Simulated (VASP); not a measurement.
# TiOs (Pm-3m) in VASP: a series of runs

Runs on TiOs. Level: LDA. Tasks: single point, relaxation of cell and atoms.

All numbers are computed with VASP 6.6.1; they aren't measurements. Logs are shortened: lines on timing, memory, paths and dates and some standing lists are left out, and cuts for length are marked.

## (1) The cell of the first run

The structure is cubic, space group Pm-3m (No. 221). Conventional cell: a = 3.040 Å, b = 3.040 Å, c = 3.040 Å, α = 90.00°, β = 90.00°, γ = 90.00°. Within 3.5 Å of Ti (site symmetry m-3m) lie 8 Os at 2.63 Å and 6 Ti at 3.04 Å. Within 3.5 Å of Os (site symmetry m-3m) lie 8 Ti at 2.63 Å and 6 Os at 3.04 Å.

## (2) Single point, LDA

File INCAR:

```
PREC = Accurate
ENCUT = 520
EDIFF = 1E-6
ISMEAR = 0
SIGMA = 0.1
LREAL = F
LASPH = T
NELM = 80
ALGO = Normal
ISIF = 2
LWAVE = F
LCHARG = F
NBANDS = 17
```

File KPOINTS:

```
regular mesh
0
Gamma
  14 14 14
```

File POSCAR:

```
TiOs
1.0
    3.0398976923      0.0000000000      0.0000000000
    0.0000000000      3.0398976923      0.0000000000
    0.0000000000      0.0000000000      3.0398976923
Ti Os
1 1
Direct
    0.5000000000      0.5000000000      0.5000000000
    0.0000000000      0.0000000000      0.0000000000
```

Potentials or basis: VASP PAW LDA potentials, release 64 (Ti_sv, Os).

On the command line:

```sh
$ cat potpaw_LDA.64/Ti_sv/POTCAR potpaw_LDA.64/Os/POTCAR > POTCAR
$ mpirun -np 1 vasp_std > vasp.out
```

OUTCAR:

```text
PREC = Accurate
   ENCUT = 520
   EDIFF = 1E-6
   ISMEAR = 0
   LREAL = F
   LASPH = T
   NELM = 80
   ISIF = 2

 ion  position               nearest neighbor table
   1  0.500  0.500  0.500-   2 2.63   2 2.63   2 2.63   2 2.63   2 2.63   2 2.63   2 2.63   2 2.63

   2  0.000  0.000  0.000-   1 2.63   1 2.63   1 2.63   1 2.63   1 2.63   1 2.63   1 2.63   1 2.63

  LATTYP: Found a simple cubic cell.
 ALAT       =     3.0398976923

  Lattice vectors:

 A1 = (   3.0398976923,   0.0000000000,   0.0000000000)
 A2 = (   0.0000000000,   3.0398976923,   0.0000000000)
 A3 = (   0.0000000000,   0.0000000000,   3.0398976923)

Analysis of symmetry for initial positions (statically):
=====================================================================
 Subroutine PRICEL returns:
 Original cell was already a primitive cell.

 Routine SETGRP: Setting up the symmetry group for a
 simple cubic supercell.

 Subroutine GETGRP returns: Found 48 space group operations
 (whereof 48 operations were pure point group operations)
 out of a pool of 48 trial point group operations.

The static configuration has the point symmetry O_h .

Analysis of symmetry for dynamics (positions and initial velocities):
=====================================================================
 Subroutine PRICEL returns:
 Original cell was already a primitive cell.

 Routine SETGRP: Setting up the symmetry group for a
 simple cubic supercell.

 Subroutine GETGRP returns: Found 48 space group operations
 (whereof 48 operations were pure point group operations)
 out of a pool of 48 trial point group operations.

The dynamic configuration has the point symmetry O_h .

 Subroutine INISYM returns: Found 48 space group operations
 (whereof 48 operations are pure point group operations),
 and found     1 'primitive' translations

----------------------------------------------------------------------------------------

                                     Primitive cell

  volume of cell :      28.0916

  direct lattice vectors                    reciprocal lattice vectors
     3.039897692  0.000000000  0.000000000     0.328958439  0.000000000  0.000000000
     0.000000000  3.039897692  0.000000000     0.000000000  0.328958439  0.000000000
     0.000000000  0.000000000  3.039897692     0.000000000  0.000000000  0.328958439

  length of vectors
     3.039897692  3.039897692  3.039897692     0.328958439  0.328958439  0.328958439

  position of ions in fractional coordinates (direct lattice)
     0.500000000  0.500000000  0.500000000
     0.000000000  0.000000000  0.000000000

  ion indices of the primitive-cell ions
   primitive index   ion index
                 1           1
                 2           2

----------------------------------------------------------------------------------------

 KPOINTS: regular mesh

Automatic generation of k-mesh.
 Grid dimensions read from file:
 generate k-points for:   14   14   14

 Generating k-lattice:

  Cartesian coordinates                     Fractional coordinates (reciprocal lattice)
     0.023497031  0.000000000  0.000000000     0.071428571  0.000000000  0.000000000
     0.000000000  0.023497031  0.000000000     0.000000000  0.071428571  0.000000000
     0.000000000  0.000000000  0.023497031     0.000000000  0.000000000  0.071428571

  Length of vectors
     0.023497031  0.023497031  0.023497031

  Shift w.r.t. Gamma in fractional coordinates (k-lattice)
     0.000000000  0.000000000  0.000000000

 Subroutine IBZKPT returns following result:
 ===========================================

 Found    120 irreducible k-points:

 Following reciprocal coordinates:
            Coordinates               Weight
  0.000000  0.000000  0.000000      1.000000
  0.071429  0.000000  0.000000      6.000000
  0.142857  0.000000  0.000000      6.000000
  0.214286  0.000000  0.000000      6.000000
  0.285714  0.000000  0.000000      6.000000
  0.357143  0.000000  0.000000      6.000000
[... 16 lines left out ...]
  0.285714  0.214286  0.000000     24.000000
  0.357143  0.214286  0.000000     24.000000
 [... further k-points ...]
   k-points           NKPTS =    120   k-points in BZ     NKDIM =    120   number of bands    NBANDS=     17
   number of dos      NEDOS =    301   number of ions     NIONS =      2
   total plane-waves  NPLWV =  13824
   dimension x,y,z NGX =    24 NGY =   24 NGZ =   24
   dimension x,y,z NGXF=    48 NGYF=   48 NGZF=   48
   ions per type =               1   1
   NGX,Y,Z   is equivalent  to a cutoff of  13.13, 13.13, 13.13 a.u.
   NGXF,Y,Z  is equivalent  to a cutoff of  26.25, 26.25, 26.25 a.u.
 SYSTEM =  unknown system
   PREC   = accura    normal or accurate (medium, high low for compatibility)
   ISTART =      0    job   : 0-new  1-cont  2-samecut
   ICHARG =      2    charge: 1-file 2-atom 10-const
   ISPIN  =      1    spin polarized calculation?
   LNONCOLLINEAR =      F non collinear calculations
   LSORBIT =      F    spin-orbit coupling
   LASPH  =      T    aspherical Exc in radial PAW
   ENCUT  =  520.0 eV  38.22 Ry    6.18 a.u.   5.65  5.65  5.65*2*pi/ulx,y,z
   NELM   =     80;   NELMIN=  2; NELMDL= -5     # of ELM steps
   EDIFF  = 0.1E-05   stopping-criterion for ELM
   LREAL  =      F    real-space projection
   EDIFFG = 0.1E-04   stopping-criterion for IOM
   NSW    =      0    number of steps for IOM
   IBRION =     -1    ionic relax: 0-MD 1-quasi-New 2-CG
   NFREE  =      0    steps in history (QN), initial steepest desc. (CG)
   ISIF   =      2    stress and relaxation
   ISYM   =      2    0-nonsym 1-usesym 2-fastsym
   POTIM  = 0.5000    time-step for ionic-motion
   TEBEG  =    0.0;   TEEND  =   0.0 temperature during run
   PSTRESS=    0.0 pullay stress
   NELECT =      20.0000    total number of electrons
   NUPDOWN=      -1.0000    fix difference up-down
   EMIN   =  10.00;   EMAX   =-10.00  energy-range for DOS
   EFERMI =   0.00;   METHOD = LEGACY
   ISMEAR =     0;   SIGMA  =   0.10  broadening in eV -4-tet -1-fermi 0-gaus
   EFERMI_NEDOS =   21; number of points for ismear=-14 and -15
   IALGO  =     38    algorithm
   IMIX   =      4    mixing-type and parameters
     AMIX     =   0.40;   BMIX     =  1.00
     AMIX_MAG =   1.60;   BMIX_MAG =  1.00
  volume/ion in A,a.u.               =      14.05        94.79
  Fermi-wavevector in a.u.,A,eV,Ry     =   1.461815  2.762431 29.074347  2.136904
  Thomas-Fermi vector in A             =   2.578102
   LORBIT       =      0    0 simple, 1 ext, 2 COOP (PROOUT), +10 PAW based schemes
   GGA     = CA    functional components
   LHFCALC =     F    Hartree Fock is set to
   AEXX    =    0.0000 exact exchange contribution
   IVDW    =     0    specifies the selected vdW correction
   LEPSILON=     F    determine dielectric tensor
   LRPA    =     F    only Hartree local field effects (RPA)
 non-spin polarized calculation
 Gauss-broadening in eV      SIGMA  =   0.10
  energy-cutoff  :      520.00
  volume of cell :       28.09
 maximum number of plane-waves:       772
 NGX is ok and might be reduce to    24
   NGX = 11   NGY = 11   NGZ = 11

 number of electron      20.0000005 magnetization

 Free energy of the ion-electron system (eV)
  ---------------------------------------------------
  ext. energy  EPLUGINS =         0.00000000
  ---------------------------------------------------
  free energy    TOTEN  =       -22.68646723 eV

  energy without entropy =      -22.68391256  energy(sigma->0) =      -22.68518989

 E-fermi :   9.8174     XC(G=0): -13.5310

 val. band max:        9.7881325976   @ k =   0.5000   0.4286   0.0000
 cond. band min:       9.8469867507   @ k =   0.5000   0.1429   0.0000
 fundamental gap:      0.0588541531
 Fermi energy:         9.8174431656

 k-point     1 :       0.0000    0.0000    0.0000
  band No.  band energies     occupation
      1     -46.4700      2.00000
      2     -22.9903      2.00000
      3     -22.9903      2.00000
      4     -22.9903      2.00000
      5       1.1381      2.00000
      6       4.2040      2.00000
[... 9 lines left out ...]
     16      19.1287      0.00000
     17      19.1287      0.00000

 k-point     2 :       0.0714    0.0000    0.0000
  band No.  band energies     occupation
      1     -46.4683      2.00000
      2     -23.0051      2.00000
      3     -22.9900      2.00000
      4     -22.9900      2.00000
      5       1.2550      2.00000
      6       4.2591      2.00000
[... 9 lines left out ...]
     16      18.7150      0.00000
     17      19.5207      0.00000

 k-point     3 :       0.1429    0.0000    0.0000
  band No.  band energies     occupation
      1     -46.4637      2.00000
      2     -23.0466      2.00000
      3     -22.9892      2.00000
      4     -22.9892      2.00000
      5       1.5948      2.00000
      6       4.4217      2.00000
[... 9 lines left out ...]
     16      17.6905      0.00000
     17      20.5196      0.00000

 k-point     4 :       0.2143    0.0000    0.0000
  band No.  band energies     occupation
      1     -46.4569      2.00000
      2     -23.1060      2.00000
      3     -22.9881      2.00000
      4     -22.9881      2.00000
      5       2.1237      2.00000
      6       4.6831      2.00000
[... 9 lines left out ...]
     16      16.4193      0.00000
     17      21.8551      0.00000
[... 343 lines left out ...]
      1     -46.4458      2.00000
      2     -23.1084      2.00000
      3     -23.0789      2.00000
      4     -22.9821      2.00000
      5       2.9262      2.00000
      6       5.0860      2.00000
[... 9 lines left out ...]
     16      17.5478      0.00000
     17      19.5986      0.00000

 k-point    23 :       0.2857    0.2143    0.0000
  band No.  band energies     occupation
      1     -46.4395      2.00000
      2     -23.1564      2.00000
      3     -23.0835      2.00000
      4     -22.9787      2.00000
      5       3.4087      2.00000
      6       5.2580      2.00000
[... 9 lines left out ...]
     16      16.4838      0.00000
     17      20.1955      0.00000

 k-point    24 :       0.3571    0.2143    0.0000
  band No.  band energies     occupation
      1     -46.4337      2.00000
      2     -23.2077      2.00000
      3     -23.0792      2.00000
      4     -22.9756      2.00000
      5       3.8676      2.00000
      6       5.3713      2.00000
[... 9 lines left out ...]
     16      15.1538      0.00000
     17      21.0667      0.00000

 [... further k-points ...]

------------------------ aborting loop because EDIFF is reached ----------------------------------------

  FORCE on cell =-STRESS in cart. coord.  units (eV):
  Direction    XX          YY          ZZ          XY          YZ          ZX
  --------------------------------------------------------------------------------------
  -------------------------------------------------------------------------------------
  Total        0.0785336      0.0785336      0.0785336      0.0000000      0.0000000     -0.0000000
  in kB        4.4790818      4.4790818      4.4790818      0.0000000      0.0000000     -0.0000000
  external PRESSURE =       4.4790818 kB  Pullay stress =       0.0000000 kB

 VOLUME and BASIS-vectors are now :
 -----------------------------------------------------------------------------
  energy-cutoff  :      520.00
  volume of cell :       28.09
      direct lattice vectors                 reciprocal lattice vectors
     3.039897692  0.000000000  0.000000000     0.328958439  0.000000000  0.000000000
     0.000000000  3.039897692  0.000000000     0.000000000  0.328958439  0.000000000
     0.000000000  0.000000000  3.039897692     0.000000000  0.000000000  0.328958439

 POSITION                                       TOTAL-FORCE (eV/Angst)
 -----------------------------------------------------------------------------------
      1.51995      1.51995      1.51995         0.000000      0.000000      0.000000
      0.00000      0.00000      0.00000         0.000000      0.000000      0.000000
 -----------------------------------------------------------------------------------
    total drift:                                0.000000      0.000000     -0.000000

  FREE ENERGIE OF THE ION-ELECTRON SYSTEM (eV)
  ---------------------------------------------------
  free  energy   TOTEN  =       -22.6864672259 eV

  energy  without entropy=      -22.6839125609  energy(sigma->0) =      -22.68518989
```

Wall time 31 s (1 thread of Intel Xeon Platinum 8488C (Sapphire Rapids), shared host); peak memory 0.17 GiB.

What came out:

```yaml
Free_energy: -22.6865 eV
Pressure: 0.4 GPa
Band_gap_on_the_k_mesh: zero (bands 10 and 11 overlap by 1.74 eV)
```

Levels at points of the mesh, in eV from the Fermi level:
```csv
k point,band 7,band 8,band 9,band 10,band 11,band 12,band 13,band 14
"(0.00, 0.00, 0.00)",-5.61,-1.45,-1.45,-1.45,1.84,1.84,3.81,3.81
"(0.50, 0.00, 0.00)",-3.43,-1.74,-1.74,-1.05,-0.15,0.61,0.61,1.95
"(0.50, 0.50, 0.00)",-3.39,-3.39,1.08,1.08,1.12,1.21,2.16,2.96
"(0.50, 0.50, 0.50)",-3.81,-1.65,-1.65,-1.65,1.33,1.33,3.05,3.05
```

Caveat: spin-orbit coupling is left out, which moves the levels of the heavy elements.

## (3) Relaxation of cell and atoms, LDA

File INCAR:

```
PREC = Accurate
ENCUT = 600
EDIFF = 1E-6
ISMEAR = 0
SIGMA = 0.1
LREAL = F
LASPH = T
NELM = 100
ALGO = Normal
ISIF = 3
LWAVE = F
LCHARG = F
IBRION = 2
NSW = 100
EDIFFG = -0.005
```

KPOINTS is that of step 2.

POSCAR is that of step 2.

Potentials or basis: VASP PAW LDA potentials, release 64 (Ti_sv, Os).

On the command line:

```sh
$ cat potpaw_LDA.64/Ti_sv/POTCAR potpaw_LDA.64/Os/POTCAR > POTCAR
$ mpirun -np 1 vasp_std > vasp.out
```

Wall time 70 s (1 thread of Intel Xeon Platinum 8488C (Sapphire Rapids), shared host); peak memory 0.18 GiB.

It converged, with:

* Free energy: -22.6882 eV
* Relaxed volume: 14.07 Å³/atom
* Relaxed cell: a = 3.042 Å, b = 3.042 Å, c = 3.042 Å, α = 90.00°, β = 90.00°, γ = 90.00°
* Space group after relaxing (to 0.1 Å): Pm-3m (No. 221)
* Energy gained by relaxing: 0.0 meV/atom
* Ionic steps: 3
* Pressure after relaxing: 0.0 GPa
* Band gap on the k mesh: zero (bands 10 and 11 overlap by 1.73 eV)

Final structure:
```
Ti Os
1.0
     3.04167    0.00000    0.00000
     0.00000    3.04167    0.00000
     0.00000    0.00000    3.04167
Ti Os
1 1
Direct
  0.50000 0.50000 0.50000
  0.00000 0.00000 0.00000
```

Levels at points of the mesh, in eV from the Fermi level:
```csv
k point,band 6,band 7,band 8,band 9,band 10,band 11,band 12,band 13,band 14
"(0.00, 0.00, 0.00)",-5.60,-5.60,-1.45,-1.45,-1.45,1.83,1.83,3.80,3.80
"(0.50, 0.00, 0.00)",-3.91,-3.43,-1.74,-1.74,-1.05,-0.15,0.61,0.61,1.95
"(0.50, 0.50, 0.00)",-5.56,-3.38,-3.38,1.08,1.08,1.12,1.21,2.16,2.96
"(0.50, 0.50, 0.50)",-3.80,-3.80,-1.65,-1.65,-1.65,1.33,1.33,3.04,3.04
```

Caveat: spin-orbit coupling is left out, which moves the levels of the heavy elements.

[end of part 1 of 2]

The gap in the log of VASP goes by the Fermi energy; the results here count the filled bands.